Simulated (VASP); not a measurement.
# Sn3Te (I4/mmm) in VASP: a series of runs, part 2 of 2

VASP 6.6.1. The steps go on from the part before.

## (5) Single point, LDA

This run uses another cell than the first one, of 30.37 Å³/atom.

Input file INCAR:

```
PREC = Accurate
ENCUT = 520
EDIFF = 1E-6
ISMEAR = -1
SIGMA = 0.05
LREAL = False
LASPH = True
NELM = 80
ALGO = Fast
ISIF = 2
LWAVE = False
LCHARG = False
NBANDS = 32
```

Input file KPOINTS:

```
regular mesh
0
Gamma
  8 8 8
```

Input file POSCAR:

```
Sn3Te
1.0
   -2.3311825249      2.3311825249      5.5890877722
    2.3311825249     -2.3311825249      5.5890877722
    2.3311825249      2.3311825249     -5.5890877722
Te Sn
1 3
Direct
    0.0000000000      0.0000000000      0.0000000000
    0.5000000000      0.5000000000      0.0000000000
    0.2500000000      0.7500000000      0.5000000000
    0.7500000000      0.2500000000      0.5000000000
```

Potentials or basis: VASP PAW LDA potentials, release 64 (Te, Sn_d).

Command:

```bash
$ cat potpaw_LDA.64/Te/POTCAR potpaw_LDA.64/Sn_d/POTCAR > POTCAR
$ mpirun -np 1 vasp_std > vasp.out
```

OUTCAR:

```text
PREC = Accurate
   ENCUT = 520
   EDIFF = 1E-6
   ISMEAR = -1
   LREAL = False
   LASPH = True
   NELM = 80
   ISIF = 2

 ion  position               nearest neighbor table
   1  0.000  0.000  0.000-   2 3.30   2 3.30   2 3.30   2 3.30   4 3.64   3 3.64   4 3.64   3 3.64
                             4 3.64   4 3.64   3 3.64   3 3.64
   2  0.500  0.500  0.000-   1 3.30   1 3.30   1 3.30   1 3.30   4 3.64   3 3.64   4 3.64   4 3.64
                             3 3.64   3 3.64   4 3.64   3 3.64
   3  0.250  0.750  0.500-   4 3.30   4 3.30   4 3.30   4 3.30   2 3.64   1 3.64   2 3.64   2 3.64
                             1 3.64   1 3.64   2 3.64   1 3.64
   4  0.750  0.250  0.500-   3 3.30   3 3.30   3 3.30   3 3.30   2 3.64   1 3.64   2 3.64   1 3.64
                             2 3.64   2 3.64   1 3.64   1 3.64

  LATTYP: Found a body centered tetragonal cell.
 ALAT       =     4.6623650498
 C/A-ratio  =     2.3975333173

  Lattice vectors:

 A1 = (  -2.3311825249,   2.3311825249,   5.5890877722)
 A2 = (   2.3311825249,  -2.3311825249,   5.5890877722)
 A3 = (   2.3311825249,   2.3311825249,  -5.5890877722)

Analysis of symmetry for initial positions (statically):
=====================================================================
 Subroutine PRICEL returns:
 Original cell was already a primitive cell.

 Routine SETGRP: Setting up the symmetry group for a
 body centered tetragonal supercell.

 Subroutine GETGRP returns: Found 16 space group operations
 (whereof 16 operations were pure point group operations)
 out of a pool of 16 trial point group operations.

The static configuration has the point symmetry D_4h.

Analysis of symmetry for dynamics (positions and initial velocities):
=====================================================================
 Subroutine PRICEL returns:
 Original cell was already a primitive cell.

 Routine SETGRP: Setting up the symmetry group for a
 body centered tetragonal supercell.

[... 127 lines left out ...]
     AMIX     =   0.40;   BMIX     =  1.00
     AMIX_MAG =   1.60;   BMIX_MAG =  1.00
  volume/ion in A,a.u.               =      30.37       204.97
  Fermi-wavevector in a.u.,A,eV,Ry     =   1.201261  2.270054 19.633591  1.443028
  Thomas-Fermi vector in A             =   2.337075
   LORBIT       =      0    0 simple, 1 ext, 2 COOP (PROOUT), +10 PAW based schemes
   GGA     = CA    functional components
   LHFCALC =     F    Hartree Fock is set to
   AEXX    =    0.0000 exact exchange contribution
   IVDW    =     0    specifies the selected vdW correction
   LEPSILON=     F    determine dielectric tensor
   LRPA    =     F    only Hartree local field effects (RPA)
 non-spin polarized calculation
 RMM-DIIS sequential band-by-band and
  energy-cutoff  :      520.00
  volume of cell :      121.49
 maximum number of plane-waves:      3301
   NGX = 25   NGY = 25   NGZ = 25

 number of electron      47.9999999 magnetization

 Free energy of the ion-electron system (eV)
  ---------------------------------------------------
  ext. energy  EPLUGINS =         0.00000000
  ---------------------------------------------------
  free energy    TOTEN  =       -16.83644095 eV

  energy without entropy =      -16.81759277  energy(sigma->0) =      -16.82701686

 E-fermi :   6.7756     XC(G=0): -10.0407

 val. band max:        6.7639586456   @ k =  -0.2500   0.5000   0.2500
 cond. band min:       6.7826502417   @ k =  -0.2500   0.3750   0.2500
 fundamental gap:      0.0186915960
 Fermi energy:         6.7755895734

 k-point     1 :       0.0000    0.0000    0.0000
  band No.  band energies     occupation
      1     -14.8225      2.00000
      2     -14.8086      2.00000
      3     -14.7792      2.00000
      4     -14.7761      2.00000
      5     -14.7682      2.00000
      6     -14.7682      2.00000
[... 829 lines left out ...]
     31      11.3224      0.00000
     32      14.2808      0.00000

 [... further k-points ...]

------------------------ aborting loop because EDIFF is reached ----------------------------------------

  FORCE on cell =-STRESS in cart. coord.  units (eV):
  Direction    XX          YY          ZZ          XY          YZ          ZX
  --------------------------------------------------------------------------------------
  -------------------------------------------------------------------------------------
  Total       -4.2823676     -4.2823676     -3.8280649      0.0000000     -0.0000000      0.0000000
  in kB      -56.4730249    -56.4730249    -50.4819820      0.0000000     -0.0000000      0.0000000
  external PRESSURE =     -54.4760106 kB  Pullay stress =       0.0000000 kB

 VOLUME and BASIS-vectors are now :
 -----------------------------------------------------------------------------
  energy-cutoff  :      520.00
  volume of cell :      121.49
      direct lattice vectors                 reciprocal lattice vectors
    -2.331182525  2.331182525  5.589087772     0.000000000  0.214483420  0.089460037
     2.331182525 -2.331182525  5.589087772     0.214483420  0.000000000  0.089460037
     2.331182525  2.331182525 -5.589087772     0.214483420  0.214483420  0.000000000

 POSITION                                       TOTAL-FORCE (eV/Angst)
 -----------------------------------------------------------------------------------
      0.00000      0.00000      0.00000         0.000000     -0.000000      0.000000
      0.00000      0.00000      5.58909         0.000000     -0.000000      0.000000
      2.33118      0.00000      2.79454        -0.000000     -0.000000     -0.000000
      0.00000      2.33118      2.79454         0.000000      0.000000      0.000000
 -----------------------------------------------------------------------------------
    total drift:                                0.000000     -0.000000      0.000000

  FREE ENERGIE OF THE ION-ELECTRON SYSTEM (eV)
  ---------------------------------------------------
  free  energy   TOTEN  =       -16.8364409527 eV

  energy  without entropy=      -16.8175927682  energy(sigma->0) =      -16.82701686
```

OSZICAR:

```text
N       E                     dE             d eps       ncg     rms          rms(c)
DAV:   1     0.441797886618E+03    0.44180E+03   -0.23199E+04  3952   0.205E+03
DAV:   2     0.416215974203E+02   -0.40018E+03   -0.38883E+03  3784   0.543E+02
DAV:   3    -0.142757305532E+02   -0.55897E+02   -0.54144E+02  4560   0.172E+02
DAV:   4    -0.168202334702E+02   -0.25445E+01   -0.25377E+01  4256   0.394E+01
DAV:   5    -0.169131369644E+02   -0.92903E-01   -0.92898E-01  5704   0.781E+00    0.558E+00
RMM:   6    -0.168524745347E+02    0.60662E-01   -0.73356E-02  4477   0.213E+00    0.337E+00
RMM:   7    -0.168368201204E+02    0.15654E-01   -0.47713E-02  4383   0.144E+00    0.472E-01
RMM:   8    -0.168362474507E+02    0.57267E-03   -0.72482E-03  4999   0.809E-01    0.103E-01
RMM:   9    -0.168364094060E+02   -0.16196E-03   -0.21715E-03  5751   0.344E-01    0.821E-02
RMM:  10    -0.168364370749E+02   -0.27669E-04   -0.36735E-04  5201   0.167E-01    0.317E-02
RMM:  11    -0.168364344350E+02    0.26400E-05   -0.14625E-04  5367   0.107E-01    0.235E-02
RMM:  12    -0.168364406246E+02   -0.61897E-05   -0.62252E-05  5830   0.463E-02    0.270E-02
RMM:  13    -0.168364409527E+02   -0.32806E-06   -0.32207E-06  3113   0.135E-02
   1 F= -.16836441E+02 E0= -.16827017E+02  d E =-.188482E-01
```

stdout:

```text
POSCAR found type information on POSCAR TeSn
 POSCAR found :  2 types and       4 ions
 scaLAPACK will be used
 LDA part: xc-table for (Slater(with rela. corr.)+CA(PZ))
 , standard interpolation
 POSCAR, INCAR and KPOINTS ok, starting setup
 FFT: planning ... GRIDC
 FFT: planning ... GRID_SOFT
 FFT: planning ... GRID
 WAVECAR not read
 entering main loop
```

Run time: 5.3 min. Hardware: 1 thread of Intel Xeon Platinum 8259CL at 2.50GHz (Skylake/Cascade Lake), shared host; peak memory 0.37 GiB.

Results:

- Free energy: -16.8364 eV
- Pressure: -5.4 GPa
- Band gap on the k mesh: zero (bands 24 and 25 overlap by 0.78 eV)

Stress tensor (GPa, compression positive):
```
-5.65  0.00  0.00
 0.00 -5.65  0.00
 0.00  0.00 -5.05
```

Levels at points of the mesh, in eV from the Fermi level:
```
           k point  band 20  band 21  band 22  band 23  band 24  band 25  band 26  band 27  band 28  band 29
(0.00, 0.00, 0.00)    -4.28    -2.92    -2.92    -1.51    -1.51    -0.27     0.49     2.54     2.54     4.90
(0.50, 0.00, 0.00)    -2.37    -2.11    -1.82    -0.88    -0.57     0.67     0.96     1.03     1.15     1.63
(0.50, 0.50, 0.00)    -4.93    -4.39    -3.13    -2.37    -1.45    -0.40     2.41     2.51     4.54     4.85
(0.50, 0.50, 0.50)    -3.54    -3.54    -1.07    -0.15    -0.15     0.44     1.45     1.92     3.30     3.30
```

Caveat: the cell stands under tension; semilocal functionals underestimate gaps, so a narrow gap can read as zero; spin-orbit coupling is left out, which moves the levels of the heavy elements.

## (6) Overview

| level | potentials or basis | cell | further INCAR settings | gap on the mesh (eV) | pressure (GPa) |
| --- | --- | --- | --- | --- | --- |
| PBE | VASP PAW PBE potentials, release 64 (Te, Sn_d) | a = 6.405 Å, angles 137.9, 137.9, 61.1°, 4 atoms | ALGO = Fast; EDIFF = 1e-06; NBANDS = 32 | none | -0.5 |
| LDA | VASP PAW LDA potentials, release 64 (Te, Sn_d) | a = 6.447 Å, angles 137.9, 137.9, 61.1°, 4 atoms | ALGO = Fast; EDIFF = 1e-07; NBANDS = 32 | none | -4.8 |
| PBE | VASP PAW PBE potentials, release 64 (Te, Sn_d) | a = 6.447 Å, angles 137.9, 137.9, 61.1°, 4 atoms | ALGO = Fast; EDIFF = 1e-06; NBANDS = 32 | none | -1.3 |
| LDA | VASP PAW LDA potentials, release 64 (Te, Sn_d) | a = 6.489 Å, angles 137.9, 137.9, 61.1°, 4 atoms | ALGO = Fast; EDIFF = 1e-06; NBANDS = 32 | none | -5.4 |

Alike in all rows: task single point; no spin polarisation; k mesh 8 × 8 × 8; cutoff (eV) 520; smearing fermi-dirac 0.05 eV.

Caveats: spin-orbit coupling is left out, which moves the levels of the heavy elements; the cell stands under tension (at least some runs); semilocal functionals underestimate gaps, so a narrow gap can read as zero (at least some runs).

Absolute energies hang on the potentials; compare differences alone.
